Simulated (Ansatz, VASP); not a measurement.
**Co in VASP and in Ansatz**

```
CELL_PARAMETERS angstrom
0.00328 1.75657 1.80393
1.76704 0.03018 1.77704
1.76833 1.73097 0.02888
ATOMIC_POSITIONS crystal
Co 0.98808 0.01716 0.99671
```

Change from the starting cell: cell strained at random at fixed volume.

Alike in both runs: task single point; functional PBE; k mesh 13 × 13 × 13; occupations fermi-dirac, width 0.05 eV; collinear spin.

|  | VASP | Ansatz |
| --- | --- | --- |
| version | VASP 6.6.1 | Ansatz 0.2.0 |
| potentials or method | VASP PAW PBE potentials, release 64 (Co), cutoff 520 eV | all-electron LAPW, scalar-relativistic |

|  | VASP | Ansatz | Ansatz less VASP |
| --- | --- | --- | --- |
| gap on the k mesh at the Fermi level (eV) | none | none | - |
| pressure (GPa) | 0.7 | 1.2 | +0.58 |
| traceless stress, the component that is largest in VASP (GPa) | -4.92 | -5.02 | -0.097 |
| net moment per atom (μB) | 1.63 | 1.64 | +0.005 |
| size of the moment on the site where the two differ most (μB) | 1.65 | 1.69 | +0.044 |

Site moments also hang on the region over which each program counts them. A gap of «none» marks a metal or a gap that the smearing closes. Ansatz ran all-electron here, and VASP with PAW potentials.
